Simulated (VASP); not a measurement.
# Sb (C2/m) in VASP: single point with PBEsol-based screened hybrid

Aim: the single point of Sb with PBEsol-based screened hybrid.

All numbers are computed with VASP 6.6.1; they aren't measurements. Logs are shortened: lines on timing, memory, paths and dates and some standing lists are left out, and cuts for length are marked.

### Step 1. The cell of the first run

The typed cell holds 1 atom: a = 3.353 Å, b = 3.590 Å, c = 3.351 Å, α = 57.64°, β = 53.51°, γ = 57.60°.

### Step 2. Single point, PBEsol-based screened hybrid

Contents of POSCAR:

```
Sb
1.0
    0.2107461953      2.3938861736      2.3381094735
    2.5463527021     -0.0020129584      2.5311292980
    2.3366334303      2.3946055029      0.1956127065
Sb
1
Direct
    0.0000000000      0.0000000000      0.0000000000
```

Contents of INCAR.step1:

```
SYSTEM = Sb
  PREC = Accurate
  ENCUT = 520
  EDIFF = 1E-5
  ISMEAR = -1
  SIGMA = 0.05
  LREAL = .FALSE.
  LASPH = .TRUE.
  NELM = 60
  ALGO = Normal
  ISIF = 2
  LWAVE = .TRUE.
  LCHARG = .FALSE.
  NBANDS = 8
  GGA = PE
```

Contents of INCAR.step2:

```
SYSTEM = Sb
  PREC = Accurate
  ENCUT = 520
  EDIFF = 1E-6
  ISMEAR = -1
  SIGMA = 0.05
  LREAL = .FALSE.
  LASPH = .TRUE.
  NELM = 60
  ALGO = Normal
  ISIF = 2
  LWAVE = .FALSE.
  LCHARG = .FALSE.
  GGA = PS
  LHFCALC = .TRUE.
  AEXX = 0.25
  HFSCREEN = 0.207
  PRECFOCK = Normal
  NBANDS = 8
  ISTART = 1
```

Contents of KPOINTS:

```
Automatic mesh
0
G
  5 5 5
  0 0 0
```

Potentials or basis: VASP PAW PBE potentials, release 64 (Sb).

Run with:

```bash
$ cat potpaw_PBE.64/Sb/POTCAR > POTCAR
$ cp INCAR.step1 INCAR
$ mpirun -np 1 vasp_std > vasp.out
$ cp INCAR.step2 INCAR
$ mpirun -np 1 vasp_std > vasp.out
```

OUTCAR:

```text
SYSTEM = Sb
   PREC = Accurate
   ENCUT = 520
   EDIFF = 1E-6
   ISMEAR = -1
   LREAL = .FALSE.
   LASPH = .TRUE.
   NELM = 60
   ISIF = 2
   GGA = PS
   LHFCALC = .TRUE.
   AEXX = 0.25
   HFSCREEN = 0.207
   PRECFOCK = Normal
   ISTART = 1

 ion  position               nearest neighbor table
   1  0.000  0.000  0.000-

  LATTYP: Found a base centered monoclinic cell.
 ALAT       =     9.7375388176
 B/A-ratio  =     0.4919626547
 C/A-ratio  =     0.3099578103
 COS(beta)  =    -0.9295440994

  Lattice vectors:

 A1 = (   4.4614937418,  -2.3951798027,  -1.9494769425)
 A2 = (   4.4625206653,   2.3953248322,  -1.9468840605)
 A3 = (  -2.1258872350,  -0.0007193293,   2.1424967670)

Analysis of symmetry for initial positions (statically):
=====================================================================
 Subroutine PRICEL returns:
 Original cell was already a primitive cell.

 Routine SETGRP: Setting up the symmetry group for a
 base centered monoclinic supercell.

 Subroutine GETGRP returns: Found  4 space group operations
 (whereof  4 operations were pure point group operations)
 out of a pool of  4 trial point group operations.

The static configuration has the point symmetry C_2h.

Analysis of symmetry for dynamics (positions and initial velocities):
=====================================================================
 Subroutine PRICEL returns:
 Original cell was already a primitive cell.

 Routine SETGRP: Setting up the symmetry group for a
 base centered monoclinic supercell.

 Subroutine GETGRP returns: Found  4 space group operations
 (whereof  4 operations were pure point group operations)
 out of a pool of  4 trial point group operations.

The dynamic configuration has the point symmetry C_2h.

 Subroutine INISYM returns: Found  4 space group operations
 (whereof  4 operations are pure point group operations),
 and found     1 'primitive' translations

----------------------------------------------------------------------------------------

                                     Primitive cell

  volume of cell :      25.9560

  direct lattice vectors                    reciprocal lattice vectors
     0.210746195  2.393886174  2.338109473    -0.233527565  0.208669088  0.235098060
     2.546352702 -0.002012958  2.531129298     0.197664051 -0.208894767  0.196061542
     2.336633430  2.394605503  0.195612707     0.233623575  0.208823315 -0.234862624

  length of vectors
     3.352888439  3.590338655  3.351455748     0.391598020  0.348063542  0.391596225

  position of ions in fractional coordinates (direct lattice)
     0.000000000  0.000000000  0.000000000
[... 83 lines left out ...]
   ISYM   =      3    0-nonsym 1-usesym 2-fastsym
   POTIM  = 0.5000    time-step for ionic-motion
   TEBEG  =    0.0;   TEEND  =   0.0 temperature during run
   PSTRESS=    0.0 pullay stress
   NELECT =       5.0000    total number of electrons
   NUPDOWN=      -1.0000    fix difference up-down
   EMIN   =  10.00;   EMAX   =-10.00  energy-range for DOS
   EFERMI =   0.00;   METHOD = LEGACY
   ISMEAR =    -1;   SIGMA  =   0.05  broadening in eV -4-tet -1-fermi 0-gaus
   EFERMI_NEDOS =   21; number of points for ismear=-14 and -15
   IALGO  =     38    algorithm
   IMIX   =      1    mixing-type and parameters
     AMIX     =   0.40;   BMIX     =  1.00
     AMIX_MAG =   1.60;   BMIX_MAG =  1.00
  volume/ion in A,a.u.               =      25.96       175.16
  Fermi-wavevector in a.u.,A,eV,Ry     =   0.945479  1.786697 12.162672  0.893931
  Thomas-Fermi vector in A             =   2.073385
   LORBIT       =      0    0 simple, 1 ext, 2 COOP (PROOUT), +10 PAW based schemes
   GGA     = PS    functional components
   LHFCALC =     T    Hartree Fock is set to
   PRECFOCK=normal    Normal, Fast or Accurate (Low or Medium for compatibility)
   ENCUT4O =  -1.0   cutoff for four orbital integrals eV
   NKREDX  =     1    reduce k-point grid by
   NKREDY  =     1    reduce k-point grid by
   NKREDZ  =     1    reduce k-point grid by
   AEXX    =    0.2500 exact exchange contribution
   HFSCREEN=    0.2070 screening length (either q_TF or 0.3 A-1)
   HFSCREENC=   0.2070 screening length for correlation (either q_TF or 0.3 A-1)
   ENCUTFOCK=  -1.0 apply spherical cutoff to Coloumb kernel
   IVDW    =     0    specifies the selected vdW correction
   LEPSILON=     F    determine dielectric tensor
   LRPA    =     F    only Hartree local field effects (RPA)
 non-spin polarized calculation
  energy-cutoff  :      520.00
  volume of cell :       25.96
 maximum number of plane-waves:       710
 NGX is ok and might be reduce to    28
  NGX = 20; NGY = 24; NGZ = 20

 number of electron       5.0000004 magnetization

 Free energy of the ion-electron system (eV)
  ---------------------------------------------------
  ext. energy  EPLUGINS =         0.00000000
  ---------------------------------------------------
  free energy    TOTEN  =        -4.99305462 eV

  energy without entropy =       -4.98847190  energy(sigma->0) =       -4.99076326

 E-fermi :   8.9953     XC(G=0):  -8.6594

 val. band max:        8.4948749408   @ k =  -0.4000   0.2000   0.4000
 cond. band min:       9.0051509194   @ k =  -0.4000   0.4000   0.2000
 fundamental gap:      0.5102759786
 Fermi energy:         8.9952946741

 k-point     1 :       0.0000    0.0000    0.0000
  band No.  band energies     occupation
      1      -6.0757      2.00000
      2      13.0563      0.00000
      3      14.0678      0.00000
      4      17.3113      0.00000
      5      17.6627      0.00000
      6      18.1664      0.00000
      7      21.1859      0.00000
      8      21.8071      0.00000
[... 243 lines left out ...]
 k-point    24 :      -0.4000    0.4000    0.2000
  band No.  band energies     occupation
      1      -0.3593      2.00000
      2       5.0508      2.00000
      3       6.1565      2.00000
      4       9.0052      0.90176
      5      17.6148      0.00000
      6      18.7835      0.00000
      7      20.3107      0.00000
      8      24.3232      0.00000

 [... further k-points ...]
[... 5 lines left out ...]
  --------------------------------------------------------------------------------------
  -------------------------------------------------------------------------------------
  Total       -0.1744230     -0.1617589     -0.1788169     -0.0000232      0.0000016      0.0508049
  in kB      -10.7665357     -9.9848217    -11.0377531     -0.0014329      0.0000990      3.1360127
  external PRESSURE =     -10.5963702 kB  Pullay stress =       0.0000000 kB

 VOLUME and BASIS-vectors are now :
 -----------------------------------------------------------------------------
  energy-cutoff  :      520.00
  volume of cell :       25.96
      direct lattice vectors                 reciprocal lattice vectors
     0.210746195  2.393886174  2.338109473    -0.233527565  0.208669088  0.235098060
     2.546352702 -0.002012958  2.531129298     0.197664051 -0.208894767  0.196061542
     2.336633430  2.394605503  0.195612707     0.233623575  0.208823315 -0.234862624

 POSITION                                       TOTAL-FORCE (eV/Angst)
 -----------------------------------------------------------------------------------
      0.00000      0.00000      0.00000         0.000000      0.000000     -0.000000
 -----------------------------------------------------------------------------------
    total drift:                               -0.000000      0.000000      0.000000

  FREE ENERGIE OF THE ION-ELECTRON SYSTEM (eV)
  ---------------------------------------------------
  free  energy   TOTEN  =        -4.9930546232 eV

  energy  without entropy=       -4.9884719033  energy(sigma->0) =       -4.99076326
```

Run time: 5.9 min. Hardware: 1 thread of Intel Xeon 6975P-C (Granite Rapids), shared host; peak memory 0.25 GiB.

Results:

- Free energy: -4.9931 eV
- Pressure: -1.1 GPa

Caveat: the k points lie up to 0.49 Å⁻¹ apart; the PAW data sets were made with another functional, which shifts forces and pressure a little; spin-orbit coupling is left out, which moves the levels of the heavy elements.
